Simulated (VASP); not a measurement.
# RbCl (rocksalt type) (Fm-3m) in VASP: further runs

Runs on RbCl (rocksalt type). Level: PBE. Tasks: single point.

Program: VASP 6.6.1. These are calculated values, not measurements. Logs are shortened: lines on timing, memory, paths and dates and some standing lists are left out, and cuts for length are marked.

## (1) The cell of the first run

Symmetry: Fm-3m, No. 225, cubic system. The conventional cell has a = 5.649 Å, b = 5.649 Å, c = 5.649 Å, α = 90.00°, β = 90.00°, γ = 90.00°. Within 3.7 Å of Rb (site symmetry m-3m) lie 6 Cl at 2.82 Å. Within 3.7 Å of Cl (site symmetry m-3m) lie 6 Rb at 2.82 Å.

## (2) Single point, PBE (22.54 Å³/atom)

The input, INCAR:

```
PREC     = Accurate       # precision mode
ENCUT    = 500            # plane-wave cutoff, eV
EDIFF    = 1E-6           # SCF threshold, eV
ISMEAR   = -1             # smearing method
SIGMA    = 0.1            # smearing width, eV
LREAL    = False          # projectors in reciprocal space
LASPH    = True           # aspherical terms in the spheres
NELM     = 120            # most SCF steps
ALGO     = Normal         # electronic algorithm
ISIF     = 2              # what is computed and relaxed
LWAVE    = False          # write WAVECAR
LCHARG   = False          # write CHGCAR
GGA      = PE             # functional
NBANDS   = 15             # bands
GGA_COMPAT= False
```

The input, KPOINTS:

```
regular mesh
0
Gamma
  13 13 13
```

The input, POSCAR:

```
RbCl
1.0
    0.0000000000      2.8246249715      2.8246249715
    2.8246249715      0.0000000000      2.8246249715
    2.8246249715      2.8246249715      0.0000000000
Rb Cl
1 1
Direct
    0.0000000000      0.0000000000      0.0000000000
    0.5000000000      0.5000000000      0.5000000000
```

Potentials or basis: VASP PAW PBE potentials, release 64 (Rb_sv, Cl).

Launch:

```console
$ cat potpaw_PBE.64/Rb_sv/POTCAR potpaw_PBE.64/Cl/POTCAR > POTCAR
$ mpirun -np 1 vasp_std > vasp.out
```

OUTCAR:

```text
PREC = Accurate
   ENCUT = 500
   EDIFF = 1E-6
   ISMEAR = -1
   LREAL = False
   LASPH = True
   NELM = 120
   ISIF = 2
   GGA = PE

 ion  position               nearest neighbor table
   1  0.000  0.000  0.000-   2 2.82   2 2.82   2 2.82   2 2.82   2 2.82   2 2.82
   2  0.500  0.500  0.500-   1 2.82   1 2.82   1 2.82   1 2.82   1 2.82   1 2.82

  LATTYP: Found a face centered cubic cell.
 ALAT       =     5.6492499430

  Lattice vectors:

 A1 = (   0.0000000000,   2.8246249715,   2.8246249715)
 A2 = (   2.8246249715,   0.0000000000,   2.8246249715)
 A3 = (   2.8246249715,   2.8246249715,   0.0000000000)

Analysis of symmetry for initial positions (statically):
=====================================================================
 Subroutine PRICEL returns:
 Original cell was already a primitive cell.

 Routine SETGRP: Setting up the symmetry group for a
 face centered cubic supercell.

 Subroutine GETGRP returns: Found 48 space group operations
 (whereof 48 operations were pure point group operations)
 out of a pool of 48 trial point group operations.

The static configuration has the point symmetry O_h .

Analysis of symmetry for dynamics (positions and initial velocities):
=====================================================================
 Subroutine PRICEL returns:
 Original cell was already a primitive cell.

 Routine SETGRP: Setting up the symmetry group for a
 face centered cubic supercell.

 Subroutine GETGRP returns: Found 48 space group operations
 (whereof 48 operations were pure point group operations)
 out of a pool of 48 trial point group operations.

The dynamic configuration has the point symmetry O_h .

 Subroutine INISYM returns: Found 48 space group operations
 (whereof 48 operations are pure point group operations),
 and found     1 'primitive' translations

----------------------------------------------------------------------------------------

                                     Primitive cell

  volume of cell :      45.0726

  direct lattice vectors                    reciprocal lattice vectors
     0.000000000  2.824624972  2.824624972    -0.177014650  0.177014650  0.177014650
     2.824624972  0.000000000  2.824624972     0.177014650 -0.177014650  0.177014650
     2.824624972  2.824624972  0.000000000     0.177014650  0.177014650 -0.177014650

  length of vectors
     3.994622943  3.994622943  3.994622943     0.306598367  0.306598367  0.306598367

  position of ions in fractional coordinates (direct lattice)
     0.000000000  0.000000000  0.000000000
     0.500000000  0.500000000  0.500000000

  ion indices of the primitive-cell ions
   primitive index   ion index
[... 74 lines left out ...]
   EDIFF  = 0.1E-05   stopping-criterion for ELM
   LREAL  =      F    real-space projection
[... 7 lines left out ...]
   TEBEG  =    0.0;   TEEND  =   0.0 temperature during run
   PSTRESS=    0.0 pullay stress
   NELECT =      16.0000    total number of electrons
   NUPDOWN=      -1.0000    fix difference up-down
   EMIN   =  10.00;   EMAX   =-10.00  energy-range for DOS
   EFERMI =   0.00;   METHOD = LEGACY
   ISMEAR =    -1;   SIGMA  =   0.10  broadening in eV -4-tet -1-fermi 0-gaus
   EFERMI_NEDOS =   21; number of points for ismear=-14 and -15
   IALGO  =     38    algorithm
   IMIX   =      4    mixing-type and parameters
     AMIX     =   0.40;   BMIX     =  1.00
     AMIX_MAG =   1.60;   BMIX_MAG =  1.00
  volume/ion in A,a.u.               =      22.54       152.08
  Fermi-wavevector in a.u.,A,eV,Ry     =   1.159162  2.190498 18.281548  1.343656
  Thomas-Fermi vector in A             =   2.295757
   LORBIT       =      0    0 simple, 1 ext, 2 COOP (PROOUT), +10 PAW based schemes
   GGA     = PE    functional components
   LHFCALC =     F    Hartree Fock is set to
   AEXX    =    0.0000 exact exchange contribution
   IVDW    =     0    specifies the selected vdW correction
   LEPSILON=     F    determine dielectric tensor
   LRPA    =     F    only Hartree local field effects (RPA)
 non-spin polarized calculation
  energy-cutoff  :      500.00
  volume of cell :       45.07
 maximum number of plane-waves:      1163
 NGX is ok and might be reduce to    30
   NGX = 15   NGY = 15   NGZ = 15

 number of electron      15.9999998 magnetization

 Free energy of the ion-electron system (eV)
  ---------------------------------------------------
  ext. energy  EPLUGINS =         0.00000000
  ---------------------------------------------------
  free energy    TOTEN  =        -5.18382975 eV

  energy without entropy =       -5.18382975  energy(sigma->0) =       -5.18382975

 E-fermi :   3.0927     XC(G=0):  -9.3872

 val. band max:        0.8019252935   @ k =  -0.4615   0.4615   0.0000
 cond. band min:       5.9106537272   @ k =   0.4615   0.4615   0.0000
 fundamental gap:      5.1087284337
 Fermi energy:         3.0926520424

 k-point     1 :       0.0000    0.0000    0.0000
  band No.  band energies     occupation
      1     -22.6794      2.00000
      2     -11.9605      2.00000
      3      -6.6436      2.00000
      4      -6.6436      2.00000
      5      -6.6436      2.00000
      6       0.6405      2.00000
      7       0.6405      2.00000
      8       0.6405      2.00000
      9       7.5120      0.00000
     10       8.4095      0.00000
     11       8.4095      0.00000
     12       8.4095      0.00000
     13       9.7698      0.00000
     14       9.7698      0.00000
[... 401 lines left out ...]
      2     -12.3886      2.00000
      3      -6.8694      2.00000
      4      -6.7807      2.00000
      5      -6.5031      2.00000
      6      -0.6997      2.00000
      7      -0.1355      2.00000
      8      -0.0708      2.00000
      9       8.3525      0.00000
     10      10.3784      0.00000
     11      11.9706      0.00000
     12      12.5075      0.00000
     13      12.9190      0.00000
     14      13.5947      0.00000
     15      14.6582      0.00000

 [... further k-points ...]
[... 5 lines left out ...]
  --------------------------------------------------------------------------------------
  -------------------------------------------------------------------------------------
  Total        7.3771645      7.3771645      7.3771645      0.0000000      0.0000000     -0.0000000
  in kB      262.2331991    262.2331991    262.2331991      0.0000000      0.0000000     -0.0000000
  external PRESSURE =     262.2331991 kB  Pullay stress =       0.0000000 kB

 VOLUME and BASIS-vectors are now :
 -----------------------------------------------------------------------------
  energy-cutoff  :      500.00
  volume of cell :       45.07
      direct lattice vectors                 reciprocal lattice vectors
     0.000000000  2.824624972  2.824624972    -0.177014650  0.177014650  0.177014650
     2.824624972  0.000000000  2.824624972     0.177014650 -0.177014650  0.177014650
     2.824624972  2.824624972  0.000000000     0.177014650  0.177014650 -0.177014650

 POSITION                                       TOTAL-FORCE (eV/Angst)
 -----------------------------------------------------------------------------------
      0.00000      0.00000      0.00000         0.000000      0.000000      0.000000
      2.82462      2.82462      2.82462        -0.000000      0.000000     -0.000000
 -----------------------------------------------------------------------------------
    total drift:                               -0.000000      0.000000      0.000000

  FREE ENERGIE OF THE ION-ELECTRON SYSTEM (eV)
  ---------------------------------------------------
  free  energy   TOTEN  =        -5.1838297501 eV

  energy  without entropy=       -5.1838297500  energy(sigma->0) =       -5.18382975
```

OSZICAR:

```text
N       E                     dE             d eps       ncg     rms          rms(c)
DAV:   1     0.743027939373E+02    0.74303E+02   -0.74205E+03  2520   0.958E+02
DAV:   2    -0.166311419771E+01   -0.75966E+02   -0.69218E+02  3593   0.179E+02
DAV:   3    -0.542745873138E+01   -0.37643E+01   -0.37465E+01  3364   0.388E+01
DAV:   4    -0.552188119286E+01   -0.94422E-01   -0.94402E-01  3539   0.610E+00
DAV:   5    -0.552352762003E+01   -0.16464E-02   -0.16464E-02  3547   0.607E-01    0.951E+00
DAV:   6    -0.519252368911E+01    0.33100E+00   -0.45870E-01  3283   0.436E+00    0.693E+00
DAV:   7    -0.517733898104E+01    0.15185E-01   -0.17812E-01  3423   0.266E+00    0.275E+00
DAV:   8    -0.518290594568E+01   -0.55670E-02   -0.18729E-02  2911   0.948E-01    0.122E-01
DAV:   9    -0.518341705806E+01   -0.51111E-03   -0.92657E-04  3143   0.231E-01    0.515E-02
DAV:  10    -0.518376917847E+01   -0.35212E-03   -0.37191E-04  2765   0.122E-01    0.451E-02
DAV:  11    -0.518382693235E+01   -0.57754E-04   -0.52893E-05  3080   0.542E-02    0.591E-03
DAV:  12    -0.518382961959E+01   -0.26872E-05   -0.42170E-06  3164   0.163E-02    0.255E-03
DAV:  13    -0.518382975010E+01   -0.13051E-06   -0.41494E-07  2604   0.485E-03
   1 F= -.51838298E+01 E0= -.51838298E+01  d E =-.931450E-10
```

Run time: 45 s. Hardware: 1 thread of Intel Xeon Platinum 8488C (Sapphire Rapids), shared host; peak memory 0.19 GiB.

What came out:

* Free energy: -5.1838 eV
* Pressure: 26.2 GPa
* Band gap on the k mesh: 5.11 eV (least direct gap 5.15 eV)

Caveat: the cell stands under pressure; an odd mesh through Γ misses points on the zone boundary, where band edges can lie.

## (3) Single point, PBE (26.29 Å³/atom)

This run uses another cell than the first one, of 26.29 Å³/atom.

The input, INCAR:

```
PREC = Accurate
ENCUT = 500
EDIFF = 1E-6
ISMEAR = -1
SIGMA = 0.1
LREAL = F
LASPH = T
NELM = 120
ALGO = Normal
ISIF = 2
LWAVE = F
LCHARG = F
GGA = PE
NBANDS = 15
GGA_COMPAT = F
```

The input, KPOINTS:

```
Automatic mesh
0
Gamma
  13 13 13
```

The input, POSCAR:

```
RbCl
1.0
    0.0000000000      2.9735578414      2.9735578414
    2.9735578414      0.0000000000      2.9735578414
    2.9735578414      2.9735578414      0.0000000000
Rb Cl
1 1
Direct
    0.0000000000      0.0000000000      0.0000000000
    0.5000000000      0.5000000000      0.5000000000
```

Potentials or basis: VASP PAW PBE potentials, release 64 (Rb_sv, Cl).

Launch:

```console
$ cat potpaw_PBE.64/Rb_sv/POTCAR potpaw_PBE.64/Cl/POTCAR > POTCAR
$ mpirun -np 1 vasp_std > vasp.out
```

It took 40 s on 1 thread of Intel Xeon Platinum 8488C (Sapphire Rapids), shared host; peak memory 0.2 GiB.

The run converged. Its results:

- Free energy: -6.0550 eV
- Pressure: 12.5 GPa
- Band gap on the k mesh: 5.76 eV (least direct gap 5.76 eV)

Levels at points of the mesh, in eV from the valence-band top:
```csv
k point,band 5,band 6,band 7,band 8,band 9,band 10,band 11,band 12
"(0.00, 0.00, 0.00)",-7.41,0.00,0.00,0.00,6.14,7.98,7.98,7.98
```

Caveat: the cell stands under pressure; an odd mesh through Γ misses points on the zone boundary, where band edges can lie.

## (4) Single point, PBE (26.29 Å³/atom)

This run uses another cell than the first one, of 26.29 Å³/atom.

The input, INCAR:

```
SYSTEM = RbCl
PREC = Accurate ; ENCUT = 500
EDIFF = 1E-6 ; ISMEAR = -1
SIGMA = 0.1 ; LREAL = .FALSE.
LASPH = .TRUE. ; NELM = 120
ALGO = Normal ; ISIF = 2
LWAVE = .FALSE. ; LCHARG = .TRUE.
GGA = PE ; LELF = .TRUE.
LVHAR = .TRUE. ; NBANDS = 15
GGA_COMPAT = .FALSE.
```

The input, KPOINTS:

```
regular mesh
0
G
  13 13 13
  0 0 0
```

POSCAR is that of step 3.

Launch:

```console
$ cat potpaw_PBE.64/Rb_sv/POTCAR potpaw_PBE.64/Cl/POTCAR > POTCAR
$ mpirun -np 1 vasp_std > vasp.out
```

Wall time 43 s (1 thread of Intel Xeon Platinum 8488C (Sapphire Rapids), shared host); peak memory 0.2 GiB.

The run converged. Its results:

| Item | Value |
| --- | --- |
| Free energy | -6.0550 eV |
| Pressure | 12.5 GPa |
| Band gap on the k mesh | 5.76 eV (least direct gap 5.76 eV) |

Levels at points of the mesh, in eV from the valence-band top:
```
           k point  band 4  band 5  band 6  band 7  band 8  band 9  band 10  band 11  band 12  band 13
(0.00, 0.00, 0.00)   -7.41   -7.41    0.00    0.00    0.00    6.14     7.98     7.98     7.98     9.19
```

Caveat: the cell stands under pressure; an odd mesh through Γ misses points on the zone boundary, where band edges can lie.

## (5) Single point, PBE (30.05 Å³/atom)

This run uses another cell than the first one, of 30.05 Å³/atom.

The input, INCAR:

```
SYSTEM = RbCl
PREC = Accurate ; ENCUT = 500
EDIFF = 1E-6 ; ISMEAR = -1
SIGMA = 0.1 ; LREAL = .FALSE.
LASPH = .TRUE. ; NELM = 120
ALGO = Normal ; ISIF = 2
LWAVE = .FALSE. ; LCHARG = .FALSE.
GGA = PE ; NBANDS = 15
GGA_COMPAT = .FALSE.
```

The input, KPOINTS:

```
Automatic mesh
0
G
  13 13 13
  0 0 0
```

The input, POSCAR:

```
RbCl
1.0
    0.0000000000      3.1089020538      3.1089020538
    3.1089020538      0.0000000000      3.1089020538
    3.1089020538      3.1089020538      0.0000000000
Rb Cl
1 1
Direct
    0.0000000000      0.0000000000      0.0000000000
    0.5000000000      0.5000000000      0.5000000000
```

Potentials or basis: VASP PAW PBE potentials, release 64 (Rb_sv, Cl).

Launch:

```console
$ cat potpaw_PBE.64/Rb_sv/POTCAR potpaw_PBE.64/Cl/POTCAR > POTCAR
$ mpirun -np 1 vasp_std > vasp.out
```

OUTCAR:

```text
SYSTEM = RbCl
   PREC = Accurate
   ENCUT = 500
   EDIFF = 1E-6
   ISMEAR = -1
   LREAL = .FALSE.
   LASPH = .TRUE.
   NELM = 120
   ISIF = 2
   GGA = PE

 ion  position               nearest neighbor table
   1  0.000  0.000  0.000-   2 3.11   2 3.11   2 3.11   2 3.11   2 3.11   2 3.11
   2  0.500  0.500  0.500-   1 3.11   1 3.11   1 3.11   1 3.11   1 3.11   1 3.11

  LATTYP: Found a face centered cubic cell.
 ALAT       =     6.2178041076

  Lattice vectors:

 A1 = (   0.0000000000,   3.1089020538,   3.1089020538)
 A2 = (   3.1089020538,   0.0000000000,   3.1089020538)
 A3 = (   3.1089020538,   3.1089020538,   0.0000000000)

Analysis of symmetry for initial positions (statically):
=====================================================================
 Subroutine PRICEL returns:
 Original cell was already a primitive cell.

 Routine SETGRP: Setting up the symmetry group for a
 face centered cubic supercell.

 Subroutine GETGRP returns: Found 48 space group operations
 (whereof 48 operations were pure point group operations)
 out of a pool of 48 trial point group operations.

The static configuration has the point symmetry O_h .

Analysis of symmetry for dynamics (positions and initial velocities):
[... 164 lines left out ...]

 k-point     1 :       0.0000    0.0000    0.0000
  band No.  band energies     occupation
      1     -24.7096      2.00000
      2     -13.3197      2.00000
      3      -8.7521      2.00000
      4      -8.7521      2.00000
      5      -8.7521      2.00000
      6      -1.1413      2.00000
      7      -1.1413      2.00000
      8      -1.1413      2.00000
      9       4.4529      0.00000
     10       6.9027      0.00000
     11       6.9027      0.00000
     12       6.9027      0.00000
     13       8.0060      0.00000
     14       8.0060      0.00000
[... 401 lines left out ...]
      2     -13.4200      2.00000
      3      -8.8426      2.00000
      4      -8.8115      2.00000
      5      -8.7424      2.00000
      6      -2.0478      2.00000
      7      -1.5851      2.00000
      8      -1.5225      2.00000
      9       6.5578      0.00000
     10       7.3063      0.00000
     11       9.3124      0.00000
     12       9.7573      0.00000
     13      10.2643      0.00000
     14      10.2944      0.00000
     15      11.8070      0.00000

 [... further k-points ...]
[... 5 lines left out ...]
  --------------------------------------------------------------------------------------
  -------------------------------------------------------------------------------------
  Total        2.0930853      2.0930853      2.0930853     -0.0000000      0.0000000      0.0000000
  in kB       55.8015658     55.8015658     55.8015658     -0.0000000      0.0000000      0.0000000
  external PRESSURE =      55.8015658 kB  Pullay stress =       0.0000000 kB

 VOLUME and BASIS-vectors are now :
 -----------------------------------------------------------------------------
  energy-cutoff  :      500.00
  volume of cell :       60.10
      direct lattice vectors                 reciprocal lattice vectors
     0.000000000  3.108902054  3.108902054    -0.160828483  0.160828483  0.160828483
     3.108902054  0.000000000  3.108902054     0.160828483 -0.160828483  0.160828483
     3.108902054  3.108902054  0.000000000     0.160828483  0.160828483 -0.160828483

 POSITION                                       TOTAL-FORCE (eV/Angst)
 -----------------------------------------------------------------------------------
      0.00000      0.00000      0.00000         0.000000      0.000000      0.000000
      3.10890      3.10890      3.10890        -0.000000     -0.000000     -0.000000
 -----------------------------------------------------------------------------------
    total drift:                                0.000000     -0.000000     -0.000000

  FREE ENERGIE OF THE ION-ELECTRON SYSTEM (eV)
  ---------------------------------------------------
  free  energy   TOTEN  =        -6.4625748931 eV

  energy  without entropy=       -6.4625748929  energy(sigma->0) =       -6.46257489
```

OSZICAR:

```text
N       E                     dE             d eps       ncg     rms          rms(c)
DAV:   1     0.791608730246E+02    0.79161E+02   -0.70045E+03  2520   0.923E+02
DAV:   2    -0.173545147138E+01   -0.80896E+02   -0.73796E+02  3467   0.173E+02
DAV:   3    -0.664910966674E+01   -0.49137E+01   -0.48906E+01  3386   0.430E+01
DAV:   4    -0.678810771807E+01   -0.13900E+00   -0.13898E+00  3809   0.684E+00
DAV:   5    -0.678893105057E+01   -0.82333E-03   -0.82332E-03  3435   0.528E-01    0.437E+00
DAV:   6    -0.646627732201E+01    0.32265E+00   -0.44920E-01  3304   0.363E+00    0.337E+00
DAV:   7    -0.644936135726E+01    0.16916E-01   -0.12458E-01  3479   0.201E+00    0.178E+00
DAV:   8    -0.646106275079E+01   -0.11701E-01   -0.13340E-02  2923   0.751E-01    0.127E-01
DAV:   9    -0.646202965679E+01   -0.96691E-03   -0.99684E-04  3354   0.188E-01    0.960E-02
DAV:  10    -0.646254401770E+01   -0.51436E-03   -0.48797E-04  2702   0.135E-01    0.149E-02
DAV:  11    -0.646256835536E+01   -0.24338E-04   -0.22130E-05  3391   0.316E-02    0.670E-03
DAV:  12    -0.646257470268E+01   -0.63473E-05   -0.88827E-06  2800   0.212E-02    0.141E-03
DAV:  13    -0.646257489313E+01   -0.19045E-06   -0.16070E-07  2835   0.261E-03
   1 F= -.64625749E+01 E0= -.64625749E+01  d E =-.200206E-09
```

It took 42 s on 1 thread of Intel Xeon Platinum 8488C (Sapphire Rapids), shared host; peak memory 0.21 GiB.

What came out:

```yaml
Free_energy: -6.4626 eV
Pressure: 5.6 GPa
Band_gap_on_the_k_mesh: 5.59 eV
```

Caveat: the cell stands under pressure; an odd mesh through Γ misses points on the zone boundary, where band edges can lie.

## (6) Overview

```tsv
cell	gap on the mesh (eV)	pressure (GPa)
a = 3.995 Å, angles 60.0°, 2 atoms	5.11	26.2
a = 4.205 Å, angles 60.0°, 2 atoms	5.76	12.5
a = 4.397 Å, angles 60.0°, 2 atoms	5.59	5.6
```

Alike in all rows: task single point; level PBE; potentials or basis VASP PAW PBE potentials, release 64 (Rb_sv, Cl); no spin polarisation; k mesh 13 × 13 × 13; cutoff (eV) 500; smearing fermi-dirac 0.1 eV.

Caveats: the cell stands under pressure; an odd mesh through Γ misses points on the zone boundary, where band edges can lie.

Total energies depend on the potentials used, so only differences within one code and one set of settings carry meaning.
